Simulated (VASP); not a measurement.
Input of a VASP 6.6.1 run:

INCAR

```
PREC = Accurate
ENCUT = 520
EDIFF = 1E-6
ISMEAR = 0
SIGMA = 0.03
LREAL = F
LASPH = T
NELM = 80
ALGO = Fast
ISIF = 2
LWAVE = F
LCHARG = F
LMAXMIX = 4
GGA = PE
NBANDS = 33
KPAR = 2
```

Contents of KPOINTS:

```
Automatic mesh
0
Gamma
  10 10 10
```

Contents of POSCAR:

```
TiO2                                    
1.0
   -1.8860493893      1.8860493893      4.7794972993
    1.8860493893     -1.8860493893      4.7794972993
    1.8860493893      1.8860493893     -4.7794972993
  Ti              O             
     2     4
Direct
     0.0000000000000000    0.0000000000000000    0.0000000000000000
     0.7500000000000000    0.2500000000000000    0.5000000000000000
     0.2075587146242199    0.2075587146242199    0.0000000000000000
     0.9575587146242199    0.4575587146242199    0.5000000000000000
     0.5424412853757801    0.0424412853757801    0.5000000000000000
     0.7924412853757801    0.7924412853757801    0.0000000000000000
```

The input KPOINTS_OPT:

```
explicit points
188
Reciprocal
 0.0000000000  0.0000000000  0.0000000000 1
-0.0555555556  0.0555555556  0.0000000000 1
-0.1111111111  0.1111111111  0.0000000000 1
-0.1666666667  0.1666666667  0.0000000000 1
-0.2222222222  0.2222222222  0.0000000000 1
-0.2777777778  0.2777777778  0.0000000000 1
[... 180 lines left out ...]
 0.0265001700  0.0265001700  0.4734998300 1
-0.0265001700 -0.0265001700  0.5265001700 1
```

Potentials or basis: VASP PAW PBE potentials, release 64 (Ti_sv, O).

The run is started by

```sh
$ cat potpaw_PBE.64/Ti_sv/POTCAR potpaw_PBE.64/O/POTCAR > POTCAR
$ mpirun -np 2 vasp_std > vasp.out
```

Question: Predict the pressure.

Answer: 6.5 GPa.

Question: What does it give for the largest force?

Answer: 0.112 eV/Å.

Question: Predict the band gap along the path.

Answer: 2.13 eV (least direct gap 2.46 eV).

Forces in eV/Å, atoms in the order of the input:
```
Ti   0.000  0.000  0.000
Ti   0.000  0.000  0.000
O    0.000  0.000  0.112
O    0.000  0.000  0.112
O    0.000  0.000 -0.112
O    0.000  0.000 -0.112
```

Caveat: the cell stands under pressure. As with any semilocal functional, this PBE gap is likely too small.
